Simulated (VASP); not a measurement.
Set up this calculation in VASP 6.6.1, as the native input.

* Task: single point
* Functional: PBE
* Dispersion: D3(BJ)
* Potentials or basis: VASP PAW PBE potentials, release 64 (Ca_sv, C)
* Cutoff: 520 eV
* k mesh: 9 × 9 × 10
* Occupations: gaussian, width 0.1 eV
* Spin: no spin polarisation
* Dipole correction: no
* Further INCAR settings: ALGO = Normal; EDIFF = 1e-07; NBANDS = 31

The structure of CaC8 lies in POSCAR:

```
CaC8
1.0
    4.9987301403      0.0000000000      0.0000000000
   -2.4993650702      4.3290272881      0.0000000000
    0.0000000000      0.0000000000      4.3680328563
Ca C
1 8
Direct
    0.0000000000      0.0000000000      0.5000000000
    0.3355136252      0.1677568126      0.0000000000
    0.3333333333      0.6666666667      0.0000000000
    0.8322431874      0.1677568126      0.0000000000
    0.8322431874      0.6644863748      0.0000000000
    0.1677568126      0.3355136252      0.0000000000
    0.1677568126      0.8322431874      0.0000000000
    0.6666666667      0.3333333333      0.0000000000
    0.6644863748      0.8322431874      0.0000000000
```

These files were run (other wordings do the same):

INCAR

```
ALGO = Normal ; EDIFF = 1E-7
ENCUT = 520 ; GGA = PE
ISIF = 2 ; ISMEAR = 0
IVDW = 12 ; LASPH = T
LCHARG = F ; LREAL = F
LWAVE = F ; NBANDS = 31
NELM = 60 ; PREC = Accurate
SIGMA = 0.1
```

KPOINTS

```
k-points
0
Gamma
  9 9 10
```

Potentials or basis: VASP PAW PBE potentials, release 64 (Ca_sv, C).

Run with:

```bash
$ cat potpaw_PBE.64/Ca_sv/POTCAR potpaw_PBE.64/C/POTCAR > POTCAR
$ mpirun -np 1 vasp_std > vasp.out
```

It gave:

```json
{"Pressure": "0.3 GPa", "Largest force": "0.008 eV/Å", "Band gap on the k mesh": "zero (bands 21 and 22 overlap by 1.71 eV)", "Dispersion energy per atom": "-0.151 eV"}
```

It took 3.1 min on 1 thread of Intel(R) Xeon(R) Platinum 8259CL CPU @ 2.50GHz (Skylake/Cascade Lake), with other jobs on the host, peak memory 0.33 GiB.
